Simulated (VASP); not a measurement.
# As (Pm-3m) in VASP: a series of runs

As is run at these levels: PBEsol; tasks: relaxation of cell and atoms.

All numbers are computed with VASP 6.6.1; they aren't measurements. Logs are shortened: lines on timing, memory, paths and dates and some standing lists are left out, and cuts for length are marked.

## 1. The cell of the first run

Symmetry: Pm-3m, No. 221, cubic system. The conventional cell has a = 2.704 Å, b = 2.704 Å, c = 2.704 Å, α = 90.00°, β = 90.00°, γ = 90.00°. As (site symmetry m-3m) has 6 As at 2.70 Å within 3.6 Å.

## 2. Relaxation of cell and atoms, PBEsol, target pressure 5 GPa, at which the enthalpy is minimised

INCAR reads:

```
SYSTEM = As
PREC = Accurate ; ENCUT = 600
EDIFF = 1E-6 ; ISMEAR = -1
SIGMA = 0.05 ; LREAL = .FALSE.
LASPH = .TRUE. ; NELM = 100
ALGO = Normal ; ISIF = 3
LWAVE = .FALSE. ; LCHARG = .FALSE.
GGA = PS ; IBRION = 2
NSW = 60 ; EDIFFG = -0.01
PSTRESS = 50.0
```

KPOINTS reads:

```
Automatic mesh
0
G
  10 10 10
  0 0 0
```

POSCAR reads:

```
As
1.0
    2.7036817444      0.0000000000      0.0000000000
    0.0000000000      2.7036817444      0.0000000000
    0.0000000000      0.0000000000      2.7036817444
As
1
Direct
    0.5000000000      0.5000000000      0.5000000000
```

Potentials or basis: VASP PAW PBE potentials, release 64 (As).

Started as:

```
cat potpaw_PBE.64/As/POTCAR > POTCAR
mpirun -np 1 vasp_std > vasp.out
```

OUTCAR:

```text
SYSTEM = As
   PREC = Accurate
   ENCUT = 600
   EDIFF = 1E-6
   ISMEAR = -1
   LREAL = .FALSE.
   LASPH = .TRUE.
   NELM = 100
   ISIF = 3
   GGA = PS
   IBRION = 2
   NSW = 60
   EDIFFG = -0.01
   PSTRESS = 50.0

 ion  position               nearest neighbor table
   1  0.500  0.500  0.500-

  LATTYP: Found a simple cubic cell.
 ALAT       =     2.7036817444

  Lattice vectors:

 A1 = (   2.7036817444,   0.0000000000,   0.0000000000)
 A2 = (   0.0000000000,   2.7036817444,   0.0000000000)
 A3 = (   0.0000000000,   0.0000000000,   2.7036817444)

Analysis of symmetry for initial positions (statically):
=====================================================================
 Subroutine PRICEL returns:
 Original cell was already a primitive cell.

 Routine SETGRP: Setting up the symmetry group for a
 simple cubic supercell.

 Subroutine GETGRP returns: Found 48 space group operations
[... 9 lines left out ...]

 Routine SETGRP: Setting up the symmetry group for a
 simple cubic supercell.

 Subroutine GETGRP returns: Found 48 space group operations
[... 11 lines left out ...]
                                     Primitive cell

  volume of cell :      19.7636

  direct lattice vectors                    reciprocal lattice vectors
     2.703681744  0.000000000  0.000000000     0.369866018  0.000000000  0.000000000
     0.000000000  2.703681744  0.000000000     0.000000000  0.369866018  0.000000000
     0.000000000  0.000000000  2.703681744     0.000000000  0.000000000  0.369866018

  length of vectors
     2.703681744  2.703681744  2.703681744     0.369866018  0.369866018  0.369866018

  position of ions in fractional coordinates (direct lattice)
     0.500000000  0.500000000  0.500000000

  ion indices of the primitive-cell ions
   primitive index   ion index
                 1           1

----------------------------------------------------------------------------------------

 KPOINTS: Automatic mesh

Automatic generation of k-mesh.
 Grid dimensions read from file:
 generate k-points for:   10   10   10

 Generating k-lattice:

  Cartesian coordinates                     Fractional coordinates (reciprocal lattice)
     0.036986602  0.000000000  0.000000000     0.100000000  0.000000000  0.000000000
     0.000000000  0.036986602  0.000000000     0.000000000  0.100000000  0.000000000
     0.000000000  0.000000000  0.036986602     0.000000000  0.000000000  0.100000000

  Length of vectors
     0.036986602  0.036986602  0.036986602

  Shift w.r.t. Gamma in fractional coordinates (k-lattice)
     0.000000000  0.000000000  0.000000000

 Subroutine IBZKPT returns following result:
 ===========================================

 Found     56 irreducible k-points:

 Following reciprocal coordinates:
            Coordinates               Weight
  0.000000  0.000000  0.000000      1.000000
  0.100000  0.000000  0.000000      6.000000
  0.200000  0.000000  0.000000      6.000000
  0.300000  0.000000  0.000000      6.000000
  0.400000  0.000000  0.000000      6.000000
  0.500000  0.000000  0.000000      3.000000
[... 16 lines left out ...]
  0.200000  0.100000  0.100000     24.000000
  0.300000  0.100000  0.100000     24.000000
 [... further k-points ...]
   k-points           NKPTS =     56   k-points in BZ     NKDIM =     56   number of bands    NBANDS=      6
   number of dos      NEDOS =    301   number of ions     NIONS =      1
   total plane-waves  NPLWV =  13824
   dimension x,y,z NGX =    24 NGY =   24 NGZ =   24
   dimension x,y,z NGXF=    48 NGYF=   48 NGZF=   48
   ions per type =               1
   NGX,Y,Z   is equivalent  to a cutoff of  14.76, 14.76, 14.76 a.u.
   NGXF,Y,Z  is equivalent  to a cutoff of  29.51, 29.51, 29.51 a.u.
 SYSTEM =  As
   PREC   = accura    normal or accurate (medium, high low for compatibility)
   ISTART =      0    job   : 0-new  1-cont  2-samecut
   ICHARG =      2    charge: 1-file 2-atom 10-const
   ISPIN  =      1    spin polarized calculation?
   LNONCOLLINEAR =      F non collinear calculations
   LSORBIT =      F    spin-orbit coupling
   LASPH  =      T    aspherical Exc in radial PAW
   ENCUT  =  600.0 eV  44.10 Ry    6.64 a.u.   5.40  5.40  5.40*2*pi/ulx,y,z
   NELM   =    100;   NELMIN=  2; NELMDL= -5     # of ELM steps
   EDIFF  = 0.1E-05   stopping-criterion for ELM
   LREAL  =      F    real-space projection
   EDIFFG = -.1E-01   stopping-criterion for IOM
   NSW    =     60    number of steps for IOM
   IBRION =      2    ionic relax: 0-MD 1-quasi-New 2-CG
   NFREE  =      1    steps in history (QN), initial steepest desc. (CG)
   ISIF   =      3    stress and relaxation
   ISYM   =      2    0-nonsym 1-usesym 2-fastsym
   POTIM  = 0.5000    time-step for ionic-motion
   TEBEG  =    0.0;   TEEND  =   0.0 temperature during run
   PSTRESS=   50.0 pullay stress
   NELECT =       5.0000    total number of electrons
   NUPDOWN=      -1.0000    fix difference up-down
   EMIN   =  10.00;   EMAX   =-10.00  energy-range for DOS
[... 5 lines left out ...]
     AMIX     =   0.40;   BMIX     =  1.00
     AMIX_MAG =   1.60;   BMIX_MAG =  1.00
  volume/ion in A,a.u.               =      19.76       133.37
  Fermi-wavevector in a.u.,A,eV,Ry     =   1.035403  1.956627 14.586243  1.072059
  Thomas-Fermi vector in A             =   2.169744
   LORBIT       =      0    0 simple, 1 ext, 2 COOP (PROOUT), +10 PAW based schemes
   GGA     = PS    functional components
   LHFCALC =     F    Hartree Fock is set to
   AEXX    =    0.0000 exact exchange contribution
   IVDW    =     0    specifies the selected vdW correction
   LEPSILON=     F    determine dielectric tensor
   LRPA    =     F    only Hartree local field effects (RPA)
 conjugate gradient relaxation of ions
 non-spin polarized calculation
  energy-cutoff  :      600.00
  volume of cell :       19.76
 maximum number of plane-waves:       691
 NGX is ok and might be reduce to    24
   NGX = 11   NGY = 11   NGZ = 11

--------------------------------------- Ionic step        1  -------------------------------------------

 number of electron       5.0000001 magnetization

 Free energy of the ion-electron system (eV)
  ---------------------------------------------------
  ext. energy  EPLUGINS =         0.00000000
  ---------------------------------------------------
  free energy    TOTEN  =        -5.04729167 eV

  energy without entropy =       -5.04473970  energy(sigma->0) =       -5.04601568

------------------------ aborting loop because EDIFF is reached ----------------------------------------

  FORCE on cell =-STRESS in cart. coord.  units (eV):
  Direction    XX          YY          ZZ          XY          YZ          ZX
  --------------------------------------------------------------------------------------
  -------------------------------------------------------------------------------------
  Total       -0.1552316     -0.1552316     -0.1552316     -0.0000000     -0.0000000      0.0000000
  in kB      -12.5841540    -12.5841540    -12.5841540     -0.0000000     -0.0000000      0.0000000
  external PRESSURE =     -62.5841540 kB  Pullay stress =      50.0000000 kB

 VOLUME and BASIS-vectors are now :
 -----------------------------------------------------------------------------
  energy-cutoff  :      600.00
  volume of cell :       19.76
      direct lattice vectors                 reciprocal lattice vectors
     2.703681744  0.000000000  0.000000000     0.369866018  0.000000000  0.000000000
     0.000000000  2.703681744  0.000000000     0.000000000  0.369866018  0.000000000
     0.000000000  0.000000000  2.703681744     0.000000000  0.000000000  0.369866018

 POSITION                                       TOTAL-FORCE (eV/Angst)
 -----------------------------------------------------------------------------------
      1.35184      1.35184      1.35184         0.000000      0.000000      0.000000
 -----------------------------------------------------------------------------------
    total drift:                                0.000000     -0.000000     -0.000000

  FREE ENERGIE OF THE ION-ELECTRON SYSTEM (eV)
  ---------------------------------------------------
  free  energy   TOTEN  =        -5.0472916667 eV

  energy  without entropy=       -5.0447396984  energy(sigma->0) =       -5.04601568

  enthalpy is  TOTEN    =        -4.4305175673 eV   P V=        0.6167740994

--------------------------------------- Ionic step        2  -------------------------------------------

 number of electron       5.0000001 magnetization

------------------------ aborting loop because EDIFF is reached ----------------------------------------

  FORCE on cell =-STRESS in cart. coord.  units (eV):
  Direction    XX          YY          ZZ          XY          YZ          ZX
  --------------------------------------------------------------------------------------
  -------------------------------------------------------------------------------------
  Total        1.2758663      1.2758663      1.2758663     -0.0000000      0.0000000      0.0000000
  in kB      115.9043667    115.9043667    115.9043667     -0.0000000      0.0000000      0.0000000
  external PRESSURE =      65.9043667 kB  Pullay stress =      50.0000000 kB

 VOLUME and BASIS-vectors are now :
 -----------------------------------------------------------------------------
  energy-cutoff  :      600.00
  volume of cell :       17.64
      direct lattice vectors                 reciprocal lattice vectors
     2.602986892 -0.000000000  0.000000000     0.384174044  0.000000000 -0.000000000
    -0.000000000  2.602986892 -0.000000000     0.000000000  0.384174044  0.000000000
     0.000000000 -0.000000000  2.602986892    -0.000000000  0.000000000  0.384174044

 POSITION                                       TOTAL-FORCE (eV/Angst)
 -----------------------------------------------------------------------------------
      1.30149      1.30149      1.30149         0.000000     -0.000000      0.000000
 -----------------------------------------------------------------------------------
    total drift:                                0.000000     -0.000000     -0.000000

  FREE ENERGIE OF THE ION-ELECTRON SYSTEM (eV)
  ---------------------------------------------------
  free  energy   TOTEN  =        -4.9878262407 eV

  energy  without entropy=       -4.9854961301  energy(sigma->0) =       -4.98666119

  enthalpy is  TOTEN    =        -4.4374301188 eV   P V=        0.5503961219

--------------------------------------- Ionic step        3  -------------------------------------------

 number of electron       4.9999999 magnetization

 Free energy of the ion-electron system (eV)
  ---------------------------------------------------
  ext. energy  EPLUGINS =         0.00000000
  ---------------------------------------------------
  free energy    TOTEN  =        -5.03485960 eV

  energy without entropy =       -5.03233314  energy(sigma->0) =       -5.03359637

 E-fermi :   6.5084     XC(G=0): -10.8242

 val. band max:        6.3968378890   @ k =   0.5000   0.3000   0.3000
 cond. band min:       6.5353174207   @ k =   0.2000   0.2000   0.0000
 fundamental gap:      0.1384795316
 Fermi energy:         6.5084353748

 k-point     1 :       0.0000    0.0000    0.0000
  band No.  band energies     occupation
      1      -9.0304      2.00000
      2      10.9405      0.00000
      3      10.9405      0.00000
      4      10.9405      0.00000
      5      15.1110      0.00000
      6      15.1110      0.00000

 k-point     2 :       0.1000    0.0000    0.0000
  band No.  band energies     occupation
      1      -8.8345      2.00000
      2       8.7201      0.00000
      3      11.1160      0.00000
      4      11.1160      0.00000
      5      15.2838      0.00000
      6      16.4911      0.00000
[... 181 lines left out ...]
 k-point    23 :       0.2000    0.1000    0.1000
  band No.  band energies     occupation
      1      -7.8642      2.00000
      2       5.8190      2.00000
      3       9.3913      0.00000
      4       9.9175      0.00000
      5      18.7183      0.00000
      6      19.5151      0.00000

 k-point    24 :       0.3000    0.1000    0.1000
  band No.  band energies     occupation
      1      -6.9437      2.00000
      2       2.8644      2.00000
      3      10.1549      0.00000
      4      10.7430      0.00000
      5      19.4361      0.00000
      6      19.4499      0.00000

 [... further k-points ...]
[... 5 lines left out ...]
  --------------------------------------------------------------------------------------
  -------------------------------------------------------------------------------------
  Total        0.5737027      0.5737027      0.5737027      0.0000000      0.0000000      0.0000000
  in kB       49.5087795     49.5087795     49.5087795      0.0000000      0.0000000      0.0000000
  external PRESSURE =      -0.4912205 kB  Pullay stress =      50.0000000 kB

 VOLUME and BASIS-vectors are now :
 -----------------------------------------------------------------------------
  energy-cutoff  :      600.00
  volume of cell :       18.57
      direct lattice vectors                 reciprocal lattice vectors
     2.647921339 -0.000000000  0.000000000     0.377654723  0.000000000 -0.000000000
    -0.000000000  2.647921339 -0.000000000     0.000000000  0.377654723  0.000000000
     0.000000000 -0.000000000  2.647921339    -0.000000000  0.000000000  0.377654723

 POSITION                                       TOTAL-FORCE (eV/Angst)
 -----------------------------------------------------------------------------------
      1.32396      1.32396      1.32396         0.000000     -0.000000      0.000000
 -----------------------------------------------------------------------------------
    total drift:                                0.000000     -0.000000     -0.000000

  FREE ENERGIE OF THE ION-ELECTRON SYSTEM (eV)
  ---------------------------------------------------
  free  energy   TOTEN  =        -5.0348595991 eV

  energy  without entropy=       -5.0323331410  energy(sigma->0) =       -5.03359637

  enthalpy is  TOTEN    =        -4.4554647094 eV   P V=        0.5793948897

 reached required accuracy - stopping structural energy minimisation
```

It took 10 s on 1 thread of AMD EPYC 7R43 (Zen 3), shared host; peak memory 0.11 GiB.

What came out:

```
Free energy                                            : -5.0349 eV
Relaxed volume                                         : 18.57 Å³/atom
Relaxed cell                                           : a = 2.648 Å, b = 2.648 Å, c = 2.648 Å, α = 90.00°, β = 90.00°, γ = 90.00°
Space group after relaxing (to 0.05 Å)                 : Pm-3m (No. 221)
Energy change on relaxing (the enthalpy is what falls) : +12.4 meV/atom
Ionic steps                                            : 3
Pressure after relaxing                                : 5.0 GPa
```

The path:
| step | energy change (eV) | largest force (eV/Å) | pressure (GPa) | volume (Å³) |
| --- | --- | --- | --- | --- |
| 1 | 0.0000 | 0.0000 | -1.26 | 19.76 |
| 2 | 0.0595 | 0.0000 | 11.59 | 17.64 |
| 3 | 0.0124 | 0.0000 | 4.95 | 18.57 |

Final structure:
```
As
1.0
     2.64792    0.00000    0.00000
     0.00000    2.64792    0.00000
     0.00000    0.00000    2.64792
As
1
Direct
  0.50000 0.50000 0.50000
```

Caveat: the cell is relaxed towards a set pressure, so the enthalpy falls and the energy may rise; the PAW data sets were made with another functional, which shifts forces and pressure a little.

[end of part 1 of 2]
